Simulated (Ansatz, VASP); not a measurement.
## Ni3Ge in VASP and in Ansatz

```xyz
4
Lattice="3.5033 0.0000 0.0000 0.0000 3.5033 0.0000 0.0000 0.0000 3.5033" Properties=species:S:1:pos:R:3 pbc="T T T"
Ni    1.7517    0.0000    1.7517
Ni    0.0000    1.7517    1.7517
Ni    1.7517    1.7517    0.0000
Ge    0.0000    0.0000    0.0000
```

Alike in both runs: task single point; functional PBEsol; k mesh 12 × 12 × 12; occupations fermi-dirac, width 0.15 eV; no spin polarisation.

```csv
,VASP,Ansatz
version,VASP 6.6.1,Ansatz 0.2.0
potentials or method,"VASP PAW PBE potentials, release 64 (Ni, Ge_d), cutoff 520 eV","scalar-relativistic, plane waves, PAW"
valence electrons in the cell,44,68
```

|  | VASP | Ansatz | Ansatz less VASP |
| --- | --- | --- | --- |
| gap on the k mesh at the Fermi level (eV) | none | none | - |
| pressure (GPa) | 4.9 | 4.6 | -0.32 |

VASP's potentials were made for PBE, not for PBEsol. A gap of «none» marks a metal or a gap that the smearing closes. VASP's potentials hold 44 valence electrons a cell and Ansatz's 68, so a difference there can come from the potentials and not from the codes.
